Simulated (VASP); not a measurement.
Wanted: the native input for a VASP 6.6.1 run.

```
Task                   : relaxation of the atoms
Functional             : LDA
Potentials or basis    : VASP PAW LDA potentials, release 64 (Si, Li_sv)
Cutoff                 : 520 eV
k mesh                 : 2 × 2 × 2
Occupations            : fermi-dirac, width 0.05 eV
Spin                   : collinear spin
Starting moments       : [0.0, 0.0, 0.0, 0.0, 0.0, 0.0, 0.0, 0.0, 0.0, 0.0, 0.0, 0.0, 0.0, 0.0, 0.0, 0.0, 1.0] μB
Dipole correction      : no
Further INCAR settings : LREAL = Auto; ALGO = Normal; EDIFF = 1e-07; IBRION = 2; EDIFFG = -0.08; NSW = 45
```

The structure of LiSi16 (a cell with a defect) lies in POSCAR:

```
LiSi16
1.0
    0.0000000000      5.4300000000      5.4300000000
    5.4300000000      0.0000000000      5.4300000000
    5.4300000000      5.4300000000      0.0000000000
Si Li
16 1
Direct
    0.0000000000      0.0000000000      0.0000000000
    0.1250000000      0.1250000000      0.1250000000
    0.0000000000      0.0000000000      0.5000000000
    0.1250000000      0.1250000000      0.6250000000
    0.0000000000      0.5000000000      0.0000000000
    0.1250000000      0.6250000000      0.1250000000
    0.0000000000      0.5000000000      0.5000000000
    0.1250000000      0.6250000000      0.6250000000
    0.5000000000      0.0000000000      0.0000000000
    0.6250000000      0.1250000000      0.1250000000
    0.5000000000      0.0000000000      0.5000000000
    0.6250000000      0.1250000000      0.6250000000
    0.5000000000      0.5000000000      0.0000000000
    0.6250000000      0.6250000000      0.1250000000
    0.5000000000      0.5000000000      0.5000000000
    0.6250000000      0.6250000000      0.6250000000
    0.8815618000      0.8863424000      0.8635063000
```

The input as run:

INCAR

```
SYSTEM = LiSi16
ALGO     = Normal         ! electronic algorithm
EDIFF    = 1E-7           ! SCF threshold, eV
EDIFFG   = -0.08          ! ionic threshold
ENCUT    = 520            ! plane-wave cutoff, eV
IBRION   = 2              ! ionic algorithm
ISIF     = 2              ! what is computed and relaxed
ISMEAR   = -1             ! smearing method
ISPIN    = 2              ! spin polarisation
KPAR     = 2            
LASPH    = .TRUE.         ! aspherical terms in the spheres
LCHARG   = .FALSE.        ! write CHGCAR
LORBIT   = 11             ! projections on sites
LREAL    = Auto         
LWAVE    = .FALSE.        ! write WAVECAR
MAGMOM   = 0 0 0 0 0 0 0 0 0 0 0 0 0 0 0 0 1 ! initial moments
NELM     = 150            ! most SCF steps
NSW      = 45             ! ionic steps
PREC     = Accurate       ! precision mode
SIGMA    = 0.05           ! smearing width, eV
```

KPOINTS

```
k-points
0
G
  2 2 2
  0 0 0
```

Potentials or basis: VASP PAW LDA potentials, release 64 (Si, Li_sv).

The run is started by

```console
$ cat potpaw_LDA.64/Si/POTCAR potpaw_LDA.64/Li_sv/POTCAR > POTCAR
$ mpirun -np 4 vasp_std > vasp.out
```

It gave:

```
Energy gained by relaxing                             : 8.1 meV/atom
Ionic steps                                           : 7
Largest force after relaxing                          : 0.061 eV/Å
Net moment                                            : 0.00 μB per cell
Valence electrons inside the program's atomic spheres : Si 1.72, 1.70, 1.71 (each value once); Li 2.14
```

Caveat: the k points lie up to 0.50 Å⁻¹ apart; the relaxation stopped at a loose force limit of 0.08 eV/Å, so its end isn't a converged minimum.

Wall time 12 min on 4 MPI ranks on Intel(R) Xeon(R) Platinum 8488C (Sapphire Rapids), with other jobs on the host, peak memory 0.34 GiB a rank.
